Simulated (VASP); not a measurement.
Set up this calculation in VASP 6.6.1, as the native input.

* Task: single point
* Functional: PBE
* Potentials or basis: VASP PAW PBE potentials, release 64 (Cd, Te)
* Cutoff: 520 eV
* k mesh: 10 × 10 × 10
* Occupations: fermi-dirac, width 0.05 eV
* Spin: no spin polarisation
* Dipole correction: no
* Further INCAR settings: ALGO = Normal; EDIFF = 1e-06; NBANDS = 16

The structure of CdTe lies in POSCAR:

```
CdTe
1.0
    0.0000000000      3.2050000000      3.2050000000
    3.2050000000      0.0000000000      3.2050000000
    3.2050000000      3.2050000000      0.0000000000
Cd Te
1 1
Direct
    0.0000000000      0.0000000000      0.0000000000
    0.2500000000      0.2500000000      0.2500000000
```

The input as run:

INCAR

```
PREC = Accurate
ENCUT = 520
EDIFF = 1E-6
ISMEAR = -1
SIGMA = 0.05
LREAL = F
LASPH = T
NELM = 100
ALGO = Normal
ISIF = 2
LWAVE = F
LCHARG = F
GGA = PE
NBANDS = 16
```

KPOINTS

```
regular mesh
0
Gamma
  10 10 10
```

Potentials or basis: VASP PAW PBE potentials, release 64 (Cd, Te).

Run with:

```console
$ cat potpaw_PBE.64/Cd/POTCAR potpaw_PBE.64/Te/POTCAR > POTCAR
$ mpirun -np 1 vasp_std > vasp.out
```

Results of the run:

- Pressure: 4.4 GPa
- Band gap on the k mesh: 0.87 eV, direct

Caveat: spin-orbit coupling is left out, which moves the levels of the heavy elements.

Wall time 48 s on 1 thread of Intel(R) Xeon(R) Platinum 8488C (Sapphire Rapids), on a shared host, peak memory 0.23 GiB.
